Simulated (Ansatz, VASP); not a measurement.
# AgI in VASP and in Ansatz

```
Ag I
1.0
     3.23650    3.23650    0.00000
    -3.23650    3.23650    0.00000
     0.00000    3.23650    3.23650
Ag I
1 1
Direct
  0.00000 0.00000 0.00000
  0.75000 0.25000 0.50000
```

Alike in both runs: task relaxation of cell and atoms; functional PBEsol; k mesh 10 × 10 × 10; occupations fermi-dirac, width 0.05 eV; no spin polarisation.

|  | VASP | Ansatz |
| --- | --- | --- |
| version | VASP 6.6.1 | Ansatz 0.2.0 |
| potentials or method | VASP PAW PBE potentials, release 64 (Ag, I) | PAW with Ansatz's default frozen-core files, scalar-relativistic |
| plane-wave cutoff (eV) | 500 | 420 |
| valence electrons in the cell | 18 | 36 |

```tsv
	VASP	Ansatz	Ansatz less VASP
relaxed volume (Å³/atom)	33.50	33.54	+0.040
relaxed cell length with the largest relative difference (Å)	4.559	4.561	+0.0018
```

VASP's potentials were made for PBE, not for PBEsol. VASP's potentials hold 18 valence electrons a cell and Ansatz's 36, so a difference there can come from the potentials and not from the codes.

Spin-orbit coupling is off throughout.
